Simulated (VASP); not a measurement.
Crystal: Ag2IBr.

```
CELL_PARAMETERS angstrom
2.01696 1.16449 6.58735
-2.01696 1.16449 6.58735
0.00000 -2.32898 6.58735
ATOMIC_POSITIONS crystal
Br 0.00000 0.00000 0.00000
I 0.50000 0.50000 0.50000
Ag 0.25000 0.25000 0.25000
Ag 0.75000 0.75000 0.75000
```

* Program: VASP 6.6.1
* Task: relaxation of cell and atoms
* Functional: PBE
* Potentials or basis: VASP PAW PBE potentials, release 64 (Br, I, Ag)
* Cutoff: 600 eV
* k mesh: 6 × 6 × 6
* Occupations: fermi-dirac, width 0.02 eV
* Spin: no spin polarisation

At the start: pressure 8.7 GPa; volume 23.21 Å³/atom.

Task: Where does the relaxation end?

Result: Over 12 steps the energy falls by 92.6 meV/atom and the volume is 27.07 Å³/atom (+16.7 %); space group R-3m (No. 166, to 0.1 Å) before and after.

Step by step:
```
step  energy change (eV)  largest force (eV/Å)  pressure (GPa)  volume (Å³)
   1              0.0000                0.3681            8.72        92.83
   2             -0.3602                0.0840           -0.79       110.86
   3             -0.3659                0.1090            0.03       108.32
   4             -0.3659                0.1055           -0.01       108.65
   5             -0.3657                0.1021           -0.12       108.98
   6             -0.3668                0.0884           -0.20       108.93
   7             -0.3693                0.0479           -0.17       108.75
   8             -0.3701                0.0321           -0.11       108.41
   9             -0.3704                0.0030           -0.13       108.54
  10             -0.3704                0.0000            0.18       107.72
  11             -0.3706                0.0012            0.11       108.11
  12             -0.3705                0.0019           -0.01       108.30
```

Final structure:
```cif
data_structure
_symmetry_space_group_name_H-M 'P 1'
_symmetry_Int_Tables_number 1
_cell_length_a 7.2976
_cell_length_b 7.2976
_cell_length_c 7.2976
_cell_angle_alpha 33.996
_cell_angle_beta 33.996
_cell_angle_gamma 33.996
_cell_volume 108.30
loop_
_atom_site_label
_atom_site_type_symbol
_atom_site_fract_x
_atom_site_fract_y
_atom_site_fract_z
_atom_site_occupancy
Br1 Br 0.00000 0.00000 0.00000 1
I1 I 0.50000 0.50000 0.50000 1
Ag1 Ag 0.25272 0.25272 0.25272 1
Ag2 Ag 0.74728 0.74728 0.74728 1
```

Caveat: the volume moved by over 15 % at a fixed basis, so the end points are rough.
